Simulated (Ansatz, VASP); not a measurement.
## Ni3Hg: VASP beside Ansatz

The input INCAR:

```
PREC = Accurate
ENCUT = 520
EDIFF = 1E-6
ISMEAR = -1
SIGMA = 0.1
LREAL = False
LASPH = True
NELM = 150
ALGO = Normal
ISIF = 2
LWAVE = False
LCHARG = False
ISPIN = 2
MAGMOM = 1.5 1.5 1.5 0
LORBIT = 11
LMAXMIX = 4
GGA = PS
NBANDS = 33
```

Contents of KPOINTS:

```
Automatic mesh
0
Gamma
  6 6 6
```

Contents of POSCAR:

```
Ni3Hg
1.0
    3.7449110000      0.0000000000      0.0000000000
    0.0000000000      3.7449110000      0.0000000000
    0.0000000000      0.0000000000      3.7449110000
Ni Hg
3 1
Direct
    0.0000000000      0.5000000000      0.5000000000
    0.5000000000      0.0000000000      0.5000000000
    0.5000000000      0.5000000000      0.0000000000
    0.0000000000      0.0000000000      0.0000000000
```

Input for Ansatz:

```yaml
crystal:
  lattice:
    - [3.744911, 0.0, 0.0]
    - [0.0, 3.744911, 0.0]
    - [0.0, 0.0, 3.744911]
  atoms:
    - { symbol: Ni, position: [0.0, 0.5, 0.5], spin: 1.5 }
    - { symbol: Ni, position: [0.5, 0.0, 0.5], spin: 1.5 }
    - { symbol: Ni, position: [0.5, 0.5, 0.0], spin: 1.5 }
    - { symbol: Hg, position: [0.0, 0.0, 0.0] }
basis:
  ecutwfc: 476.19925930478996
kpoints:
  mp_grid:
    grid: [6, 6, 6]
hamiltonian:
  xc: pbesol
magnetization:
  spin_polarized: true
scf:
  max_iter: 55
  occupations:
    method: fermi_dirac
    width: 0.1
output:
  stress: true
```

Alike in both runs: task single point; functional PBEsol; k mesh 6 × 6 × 6; occupations fermi-dirac, width 0.1 eV; collinear spin.

|  | VASP | Ansatz |
| --- | --- | --- |
| version | VASP 6.6.1 | Ansatz 0.2.0 |
| potentials or method | VASP PAW PBE potentials, release 64 (Ni, Hg), cutoff 520 eV | plane waves, PAW |
| valence electrons in the cell | 42 | 74 |

Ansatz gave:

| Quantity | Value |
| --- | --- |
| pressure (GPa) | -7.4 |
| net moment per atom (μB) | 0.27 |
| size of the moment on the site where the two differ most (μB) | 0.38 |

Task: What did VASP give for the same quantities?

Result: Pressure (GPa): -6.2; net moment per atom (μB): 0.26; size of the moment on the site where the two differ most (μB): 0.36.

VASP's potentials were made for PBE, not for PBEsol. Site moments also hang on the region over which each program counts them. VASP's potentials hold 42 valence electrons a cell and Ansatz's 74, so a difference there can come from the potentials and not from the codes.

Spin-orbit coupling is off throughout.
